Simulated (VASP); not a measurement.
# Si (I4_1/amd) in VASP: a series of runs

Si is run at these levels: LDA; tasks: single point.

Everything below comes from runs of VASP 6.6.1. Logs are shortened: lines on timing, memory, paths and dates and some standing lists are left out, and cuts for length are marked.

## 1. The cell of the first run

The structure is tetragonal, space group I4_1/amd (No. 141). Conventional cell: a = 4.885 Å, b = 4.885 Å, c = 2.579 Å, α = 90.00°, β = 90.00°, γ = 90.00°. Within 3.3 Å of Si (site symmetry -4m2) lie 10 Si at 2.53 to 3.12 Å.

## 2. Single point, LDA (strain +0.030 along x and y, -0.030 along z)

INCAR reads:

```
ALGO = Normal ; EDIFF = 1E-6
ENCUT = 520 ; ISIF = 2
ISMEAR = 0 ; LASPH = T
LCHARG = T ; LELF = T
LREAL = F ; LVHAR = T
LWAVE = F ; NBANDS = 11
NELM = 80 ; PREC = Accurate
SIGMA = 0.15
```

KPOINTS reads:

```
k-points
0
Gamma
  20 20 20
```

POSCAR reads:

```
Si
1.0
   -2.4425134736      2.4425134736      1.2893874282
    2.4425134736     -2.4425134736      1.2893874282
    2.4425134736      2.4425134736     -1.2893874282
Si
2
Direct
    0.2500000000      0.7500000000      0.5000000000
    0.5000000000      0.5000000000      0.0000000000
```

Potentials or basis: VASP PAW LDA potentials, release 64 (Si).

On the command line:

```bash
$ cat potpaw_LDA.64/Si/POTCAR > POTCAR
$ mpirun -np 1 vasp_std > vasp.out
```

OUTCAR:

```text
EDIFF = 1E-6
   ENCUT = 520
   ISIF = 2
   ISMEAR = 0
   LASPH = T
   LREAL = F
   NELM = 80
   PREC = Accurate

 ion  position               nearest neighbor table
   1  0.250  0.750  0.500-   2 2.53   2 2.53   2 2.53   2 2.53   2 3.12   2 3.12   2 3.12   2 3.12

   2  0.500  0.500  0.000-   1 2.53   1 2.53   1 2.53   1 2.53   1 3.12   1 3.12   1 3.12   1 3.12

  LATTYP: Found a body centered tetragonal cell.
 ALAT       =     4.8850269472
 C/A-ratio  =     0.5278936809

  Lattice vectors:

 A1 = (  -2.4425134736,   2.4425134736,   1.2893874282)
 A2 = (   2.4425134736,  -2.4425134736,   1.2893874282)
 A3 = (   2.4425134736,   2.4425134736,  -1.2893874282)

Analysis of symmetry for initial positions (statically):
=====================================================================
 Subroutine PRICEL returns:
 Original cell was already a primitive cell.

 Routine SETGRP: Setting up the symmetry group for a
 body centered tetragonal supercell.

 Subroutine GETGRP returns: Found 16 space group operations
 (whereof  8 operations were pure point group operations)
 out of a pool of 16 trial point group operations.

The static configuration has the point symmetry D_2d.
 The point group associated with its full space group is D_4h.

Analysis of symmetry for dynamics (positions and initial velocities):
=====================================================================
 Subroutine PRICEL returns:
 Original cell was already a primitive cell.

 Routine SETGRP: Setting up the symmetry group for a
 body centered tetragonal supercell.

 Subroutine GETGRP returns: Found 16 space group operations
 (whereof  8 operations were pure point group operations)
 out of a pool of 16 trial point group operations.

The dynamic configuration has the point symmetry D_2d.
 The point group associated with its full space group is D_4h.

 Subroutine INISYM returns: Found 16 space group operations
 (whereof  8 operations are pure point group operations),
 and found     1 'primitive' translations

----------------------------------------------------------------------------------------

                                     Primitive cell

  volume of cell :      30.7693

  direct lattice vectors                    reciprocal lattice vectors
    -2.442513474  2.442513474  1.289387428     0.000000000  0.204707161  0.387781042
     2.442513474 -2.442513474  1.289387428     0.204707161  0.000000000  0.387781042
     2.442513474  2.442513474 -1.289387428     0.204707161  0.204707161  0.000000000

  length of vectors
     3.687040016  3.687040016  3.687040016     0.438496475  0.438496475  0.289499644

  position of ions in fractional coordinates (direct lattice)
     0.250000000  0.750000000  0.500000000
     0.500000000  0.500000000  0.000000000

  ion indices of the primitive-cell ions
   primitive index   ion index
                 1           1
                 2           2

----------------------------------------------------------------------------------------

 KPOINTS: k-points

Automatic generation of k-mesh.
 Grid dimensions read from file:
 generate k-points for:   20   20   20

 Generating k-lattice:

  Cartesian coordinates                     Fractional coordinates (reciprocal lattice)
     0.000000000  0.010235358  0.019389052     0.050000000  0.000000000 -0.000000000
     0.010235358  0.000000000  0.019389052     0.000000000  0.050000000 -0.000000000
     0.010235358  0.010235358  0.000000000     0.000000000  0.000000000  0.050000000

  Length of vectors
     0.021924824  0.021924824  0.014474982

  Shift w.r.t. Gamma in fractional coordinates (k-lattice)
     0.000000000  0.000000000  0.000000000

 Subroutine IBZKPT returns following result:
 ===========================================

 Found    641 irreducible k-points:

 Following reciprocal coordinates:
            Coordinates               Weight
  0.000000  0.000000  0.000000      1.000000
  0.050000  0.000000 -0.000000      8.000000
  0.100000 -0.000000  0.000000      8.000000
  0.150000  0.000000  0.000000      8.000000
  0.200000 -0.000000  0.000000      8.000000
  0.250000  0.000000 -0.000000      8.000000
[... 16 lines left out ...]
 -0.400000  0.050000  0.000000     16.000000
 -0.350000  0.050000  0.000000     16.000000
 [... further k-points ...]
   k-points           NKPTS =    641   k-points in BZ     NKDIM =    641   number of bands    NBANDS=     11
   number of dos      NEDOS =    301   number of ions     NIONS =      2
   total plane-waves  NPLWV =  21952
   dimension x,y,z NGX =    28 NGY =   28 NGZ =   28
   dimension x,y,z NGXF=    56 NGYF=   56 NGZF=   56
   ions per type =               2
   NGX,Y,Z   is equivalent  to a cutoff of  12.62, 12.62, 12.62 a.u.
   NGXF,Y,Z  is equivalent  to a cutoff of  25.25, 25.25, 25.25 a.u.
 SYSTEM =  unknown system
   PREC   = accura    normal or accurate (medium, high low for compatibility)
   ISTART =      0    job   : 0-new  1-cont  2-samecut
   ICHARG =      2    charge: 1-file 2-atom 10-const
   ISPIN  =      1    spin polarized calculation?
   LNONCOLLINEAR =      F non collinear calculations
   LSORBIT =      F    spin-orbit coupling
   LASPH  =      T    aspherical Exc in radial PAW
   ENCUT  =  520.0 eV  38.22 Ry    6.18 a.u.   6.86  6.86  6.86*2*pi/ulx,y,z
   NELM   =     80;   NELMIN=  2; NELMDL= -5     # of ELM steps
   EDIFF  = 0.1E-05   stopping-criterion for ELM
   LREAL  =      F    real-space projection
   EDIFFG = 0.1E-04   stopping-criterion for IOM
   NSW    =      0    number of steps for IOM
   IBRION =     -1    ionic relax: 0-MD 1-quasi-New 2-CG
   NFREE  =      0    steps in history (QN), initial steepest desc. (CG)
   ISIF   =      2    stress and relaxation
   ISYM   =      2    0-nonsym 1-usesym 2-fastsym
   POTIM  = 0.5000    time-step for ionic-motion
   TEBEG  =    0.0;   TEEND  =   0.0 temperature during run
   PSTRESS=    0.0 pullay stress
   NELECT =       8.0000    total number of electrons
   NUPDOWN=      -1.0000    fix difference up-down
   EMIN   =  10.00;   EMAX   =-10.00  energy-range for DOS
   EFERMI =   0.00;   METHOD = LEGACY
   ISMEAR =     0;   SIGMA  =   0.15  broadening in eV -4-tet -1-fermi 0-gaus
   EFERMI_NEDOS =   21; number of points for ismear=-14 and -15
   IALGO  =     38    algorithm
   IMIX   =      4    mixing-type and parameters
     AMIX     =   0.40;   BMIX     =  1.00
     AMIX_MAG =   1.60;   BMIX_MAG =  1.00
  volume/ion in A,a.u.               =      15.38       103.82
  Fermi-wavevector in a.u.,A,eV,Ry     =   1.044878  1.974534 14.854441  1.091771
  Thomas-Fermi vector in A             =   2.179650
   LORBIT       =      0    0 simple, 1 ext, 2 COOP (PROOUT), +10 PAW based schemes
   GGA     = CA    functional components
   LHFCALC =     F    Hartree Fock is set to
   AEXX    =    0.0000 exact exchange contribution
   IVDW    =     0    specifies the selected vdW correction
   LEPSILON=     F    determine dielectric tensor
   LRPA    =     F    only Hartree local field effects (RPA)
 non-spin polarized calculation
 Gauss-broadening in eV      SIGMA  =   0.15
  energy-cutoff  :      520.00
  volume of cell :       30.77
 maximum number of plane-waves:       841
   NGX = 13   NGY = 13   NGZ = 13

 number of electron       8.0000000 magnetization

 Free energy of the ion-electron system (eV)
  ---------------------------------------------------
  ext. energy  EPLUGINS =         0.00000000
  ---------------------------------------------------
  free energy    TOTEN  =       -11.48052974 eV

  energy without entropy =      -11.47234022  energy(sigma->0) =      -11.47643498

 E-fermi :   8.9754     XC(G=0): -10.9514

 val. band max:        8.9661232217   @ k =  -0.1500  -0.2500   0.0500
 cond. band min:       8.9788891348   @ k =  -0.0500  -0.2000   0.0500
 fundamental gap:      0.0127659131
 Fermi energy:         8.9753756782

 k-point     1 :       0.0000    0.0000    0.0000
  band No.  band energies     occupation
      1      -4.6286      2.00000
      2       6.2339      2.00000
      3       6.3020      2.00000
      4       6.3020      2.00000
      5      10.4979      0.00000
      6      16.6524      0.00000
      7      17.2717      0.00000
      8      17.2717      0.00000
      9      18.9302      0.00000
     10      18.9897      0.00000
     11      19.7781      0.00000

 k-point     2 :       0.0500    0.0000   -0.0000
  band No.  band energies     occupation
      1      -4.5594      2.00000
      2       5.7666      2.00000
      3       6.2823      2.00000
      4       6.8904      2.00000
      5      10.6466      0.00000
      6      16.1098      0.00000
      7      17.2692      0.00000
      8      17.3761      0.00000
      9      17.7221      0.00000
     10      19.1702      0.00000
     11      20.2552      0.00000

 k-point     3 :       0.1000   -0.0000    0.0000
  band No.  band energies     occupation
      1      -4.3522      2.00000
      2       5.3921      2.00000
      3       6.2409      2.00000
      4       7.6243      2.00000
      5      11.0733      0.00000
      6      15.2052      0.00000
      7      15.9774      0.00000
      8      17.1748      0.00000
      9      17.1976      0.00000
     10      18.6310      0.00000
     11      20.6096      0.00000
[... 267 lines left out ...]
 k-point    23 :      -0.4000    0.0500    0.0000
  band No.  band energies     occupation
      1      -1.0441      2.00000
      2       4.8671      2.00000
      3       6.3776      2.00000
      4       6.7417      2.00000
      5       9.7624      0.00000
      6      12.3262      0.00000
      7      13.1534      0.00000
      8      13.8989      0.00000
      9      16.2905      0.00000
     10      17.4024      0.00000
     11      20.6460      0.00000

 k-point    24 :      -0.3500    0.0500    0.0000
  band No.  band energies     occupation
      1      -1.9528      2.00000
      2       4.6098      2.00000
      3       6.4057      2.00000
      4       8.0089      2.00000
      5      10.7344      0.00000
      6      12.6839      0.00000
      7      13.2099      0.00000
      8      13.7216      0.00000
      9      16.0395      0.00000
     10      16.7350      0.00000
     11      19.9893      0.00000

 [... further k-points ...]

------------------------ aborting loop because EDIFF is reached ----------------------------------------

  FORCE on cell =-STRESS in cart. coord.  units (eV):
  Direction    XX          YY          ZZ          XY          YZ          ZX
  --------------------------------------------------------------------------------------
  -------------------------------------------------------------------------------------
  Total       -1.0326955     -1.0326955     -0.2866438      0.0000000      0.0000000      0.0000000
  in kB      -53.7731555    -53.7731555    -14.9257386      0.0000000      0.0000000      0.0000000
  external PRESSURE =     -40.8240165 kB  Pullay stress =       0.0000000 kB

 VOLUME and BASIS-vectors are now :
 -----------------------------------------------------------------------------
  energy-cutoff  :      520.00
  volume of cell :       30.77
      direct lattice vectors                 reciprocal lattice vectors
    -2.442513474  2.442513474  1.289387428     0.000000000  0.204707161  0.387781042
     2.442513474 -2.442513474  1.289387428     0.204707161  0.000000000  0.387781042
     2.442513474  2.442513474 -1.289387428     0.204707161  0.204707161  0.000000000

 POSITION                                       TOTAL-FORCE (eV/Angst)
 -----------------------------------------------------------------------------------
      2.44251      0.00000      0.64469         0.000000     -0.000000      0.000000
      0.00000      0.00000      1.28939        -0.000000      0.000000     -0.000000
 -----------------------------------------------------------------------------------
    total drift:                                0.000000      0.000000      0.000000

  FREE ENERGIE OF THE ION-ELECTRON SYSTEM (eV)
  ---------------------------------------------------
  free  energy   TOTEN  =       -11.4805297434 eV

  energy  without entropy=      -11.4723402228  energy(sigma->0) =      -11.47643498
```

Run time: 75 s. Hardware: 1 thread of AMD EPYC 9R45 (Zen 5), shared host; peak memory 0.24 GiB.

What came out:

```
Free energy            : -11.4805 eV
Pressure               : -4.1 GPa
Band gap on the k mesh : zero (bands 4 and 5 overlap by 5.85 eV)
```

Caveat: the cell differs from its parent crystal (strain +0.030 along x and y, -0.030 along z); the cell stands under tension.

## 3. Single point, LDA (strain +0.015 along x and y, +0.000 along z)

INCAR reads:

```
SYSTEM = Si
ALGO = Normal ; EDIFF = 1E-7
ENCUT = 520 ; GGA = CA
ISIF = 2 ; ISMEAR = 0
LASPH = .True. ; LCHARG = .False.
LREAL = .False. ; LWAVE = .False.
NBANDS = 11 ; NELM = 80
PREC = Accurate ; SIGMA = 0.15
```

KPOINTS reads:

```
k-points
0
Gamma
  20 20 20
  0 0 0
```

POSCAR reads:

```
Si
1.0
   -2.4069428891      2.4069428891      1.3292653899
    2.4069428891     -2.4069428891      1.3292653899
    2.4069428891      2.4069428891     -1.3292653899
Si
2
Direct
    0.2500000000      0.7500000000      0.5000000000
    0.5000000000      0.5000000000      0.0000000000
```

Potentials or basis: VASP PAW LDA potentials, release 64 (Si).

On the command line:

```bash
$ cat potpaw_LDA.64/Si/POTCAR > POTCAR
$ mpirun -np 1 vasp_std > vasp.out
```

Run time: 92 s. Hardware: 1 thread of AMD EPYC 9R45 (Zen 5), shared host; peak memory 0.24 GiB.

Results (log left out):

| Item | Value |
| --- | --- |
| Free energy | -11.4915 eV |
| Pressure | -4.1 GPa |
| Band gap on the k mesh | zero (bands 4 and 5 overlap by 6.35 eV) |

Stress tensor (GPa, compression positive):
```
-4.21  0.00  0.00
 0.00 -4.21  0.00
 0.00  0.00 -3.95
```

Levels at points of the mesh, in eV from the Fermi level:
```tsv
k point	band 1	band 2	band 3	band 4	band 5	band 6	band 7	band 8
(0.00, 0.00, 0.00)	-13.60	-2.44	-2.44	-2.11	1.66	7.50	8.68	8.68
(0.50, 0.00, 0.00)	-7.54	-6.66	-2.09	-1.69	-1.58	1.19	4.38	5.41
(0.50, 0.50, 0.00)	-10.55	-10.55	0.34	0.34	2.50	2.50	8.15	8.15
(0.50, 0.50, 0.50)	-8.24	-8.24	-6.66	-6.66	5.73	5.73	12.56	12.56
```

Caveat: the cell differs from its parent crystal (strain +0.015 along x and y, +0.000 along z); the cell stands under tension.

## 4. Single point, LDA (strain +0.030 along x and y, -0.015 along z)

INCAR reads:

```
SYSTEM = Si
PREC = Accurate ; ENCUT = 520
EDIFF = 1E-6 ; ISMEAR = 0
SIGMA = 0.15 ; LREAL = .FALSE.
LASPH = .TRUE. ; NELM = 80
ALGO = Normal ; ISIF = 2
LWAVE = .FALSE. ; LCHARG = .FALSE.
NBANDS = 11
```

KPOINTS reads:

```
regular mesh
0
G
  20 20 20
  0 0 0
```

POSCAR reads:

```
Si
1.0
   -2.4425134736      2.4425134736      1.3093264091
    2.4425134736     -2.4425134736      1.3093264091
    2.4425134736      2.4425134736     -1.3093264091
Si
2
Direct
    0.2500000000      0.7500000000      0.5000000000
    0.5000000000      0.5000000000      0.0000000000
```

On the command line:

```bash
$ cat potpaw_LDA.64/Si/POTCAR > POTCAR
$ mpirun -np 1 vasp_std > vasp.out
```

Run time: 76 s. Hardware: 1 thread of AMD EPYC 9R45 (Zen 5), shared host; peak memory 0.24 GiB.

Results (log left out):

- Free energy: -11.4725 eV
- Pressure: -5.6 GPa
- Band gap on the k mesh: zero (bands 4 and 5 overlap by 5.89 eV)

Stress tensor (GPa, compression positive):
```
-6.43  0.00  0.00
 0.00 -6.43  0.00
 0.00  0.00 -3.87
```

Levels at points of the mesh, in eV from the Fermi level:
| k point | band 1 | band 2 | band 3 | band 4 | band 5 | band 6 | band 7 | band 8 | band 9 |
| --- | --- | --- | --- | --- | --- | --- | --- | --- | --- |
| (0.00, 0.00, 0.00) | -13.47 | -2.57 | -2.56 | -2.56 | 1.63 | 7.62 | 8.33 | 8.33 | 9.52 |
| (0.50, 0.00, 0.00) | -7.25 | -6.46 | -2.15 | -1.58 | -1.47 | 1.31 | 4.28 | 5.35 | 8.52 |
| (0.50, 0.50, 0.00) | -10.51 | -10.51 | 0.18 | 0.18 | 2.16 | 2.16 | 8.70 | 8.70 | 9.92 |
| (0.50, 0.50, 0.50) | -8.36 | -8.36 | -6.59 | -6.59 | 6.36 | 6.36 | 12.00 | 12.00 | 13.34 |

Caveat: the cell differs from its parent crystal (strain +0.030 along x and y, -0.015 along z); the cell stands under tension.

## 5. Overview

| cell | gap on the mesh (eV) | pressure (GPa) |
| --- | --- | --- |
| a = 3.687 Å, angles 97.0, 97.0, 139.1°, 2 atoms | none | -4.1 |
| a = 3.654 Å, angles 97.6, 97.6, 137.3°, 2 atoms | none | -4.1 |
| a = 3.694 Å, angles 97.2, 97.2, 138.5°, 2 atoms | none | -5.6 |

Alike in all rows: task single point; level LDA; potentials or basis VASP PAW LDA potentials, release 64 (Si); no spin polarisation; k mesh 20 × 20 × 20; cutoff (eV) 520; smearing gaussian 0.15 eV.

Caveats: the cell stands under tension.

Total energies depend on the potentials used, so only differences within one code and one set of settings carry meaning.

The gap in the log of VASP goes by the Fermi energy; the results here count the filled bands.